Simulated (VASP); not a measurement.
Set up this calculation in VASP 6.6.1, as the native input.

```yaml
Task: single point
Functional: PBEsol
Potentials_or_basis: VASP PAW PBE potentials, release 64 (Cd, O)
Cutoff: 600 eV
k_mesh: 5 × 5 × 5
Occupations: fermi-dirac, width 0.05 eV
Spin: no spin polarisation
Dipole_correction: no
Further_INCAR_settings: ALGO = Normal; EDIFF = 1e-06; NBANDS = 16
```

The structure of CdO (Monteponite) lies in POSCAR:

```
CdO
1.0
    0.0000000000      2.3495000000      2.3495000000
    2.3495000000      0.0000000000      2.3495000000
    2.3495000000      2.3495000000      0.0000000000
Cd O
1 1
Direct
    0.0000000000      0.0000000000      0.0000000000
    0.5000000000      0.5000000000      0.5000000000
```

These files were run (other wordings do the same):

INCAR

```
ALGO = Normal ; EDIFF = 1E-6
ENCUT = 600 ; GGA = PS
GGA_COMPAT = False ; ISIF = 2
ISMEAR = -1 ; LASPH = True
LCHARG = False ; LREAL = False
LWAVE = False ; NBANDS = 16
NELM = 120 ; PREC = Accurate
SIGMA = 0.05
```

KPOINTS

```
k-points
0
Gamma
  5 5 5
```

Potentials or basis: VASP PAW PBE potentials, release 64 (Cd, O).

Run with:

```bash
$ cat potpaw_PBE.64/Cd/POTCAR potpaw_PBE.64/O/POTCAR > POTCAR
$ mpirun -np 1 vasp_std > vasp.out
```

Results of the run:

* Pressure: 0.7 GPa
* Band gap on the k mesh: zero (band 9 reaches 1.75 eV, above the bottom of band 10 at 1.35 eV)

Caveat: the k points lie up to 0.46 Å⁻¹ apart; the PAW data sets were made with another functional, which shifts forces and pressure a little.

It took 19 s on 1 thread of Intel Xeon 8259CL, with other jobs on the host, peak memory 0.15 GiB.
